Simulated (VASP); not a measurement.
Here is a VASP 6.6.1 calculation.

INCAR

```
SYSTEM = Hf3Si2N
PREC = Accurate
ENCUT = 600
EDIFF = 1E-6
ISMEAR = 0
SIGMA = 0.1
LREAL = .False.
LASPH = .True.
NELM = 80
ALGO = Normal
ISIF = 3
LWAVE = .False.
LCHARG = .False.
GGA = PE
IBRION = 2
NSW = 90
EDIFFG = -0.04
```

Contents of KPOINTS:

```
regular mesh
0
Gamma
  6 6 4
  0 0 0
```

The input POSCAR:

```
Hf3Si2N
1.0
    4.4643053879      0.0000000000      0.0000000000
   -2.2321526940      3.8662018762      0.0000000000
    0.0000000000      0.0000000000      5.6375193940
Hf Si N
3 2 1
Direct
    0.6666666667      0.3333333333      0.5000000000
    0.0000000000      0.0000000000      0.0000000000
    0.0000000000      0.0000000000      0.5000000000
    0.3333333333      0.6666666667      0.2593256336
    0.3333333333      0.6666666667      0.7406743664
    0.6666666667      0.3333333333      0.0000000000
```

Potentials or basis: VASP PAW PBE potentials, release 64 (Hf_pv, Si, N).

Run with:

```console
$ cat potpaw_PBE.64/Hf_pv/POTCAR potpaw_PBE.64/Si/POTCAR potpaw_PBE.64/N/POTCAR > POTCAR
$ mpirun -np 1 vasp_std > vasp.out
```

Problem. Predict the relaxed volume.

Solution. 16.12 Å³/atom.

Problem. What does it give for the space group after relaxing (to 0.1 Å)?

Solution. P-6m2 (No. 187).

Problem. Estimate the band gap on the k mesh.

Solution. Zero (an odd number of electrons rules out a gap without spin polarisation).

Problem. Predict the relaxed cell.

Solution. a = 4.515 Å, b = 4.515 Å, c = 5.478 Å, α = 90.00°, β = 90.00°, γ = 120.00°.

Step by step:
```csv
step,energy change (eV),largest force (eV/Å),pressure (GPa),volume (Å³)
1,0.0000,0.2183,-0.37,97.30
2,-0.0349,0.0017,0.19,96.76
3,-0.0382,0.0852,0.46,96.54
4,-0.0382,0.0913,0.49,96.52
5,-0.0389,0.0656,-0.49,97.22
6,-0.0392,0.0747,-0.15,96.97
7,-0.0399,0.0545,-0.11,96.91
8,-0.0406,0.0085,0.03,96.72
```

Caveat: spin-orbit coupling is left out, which moves the levels of the heavy elements.
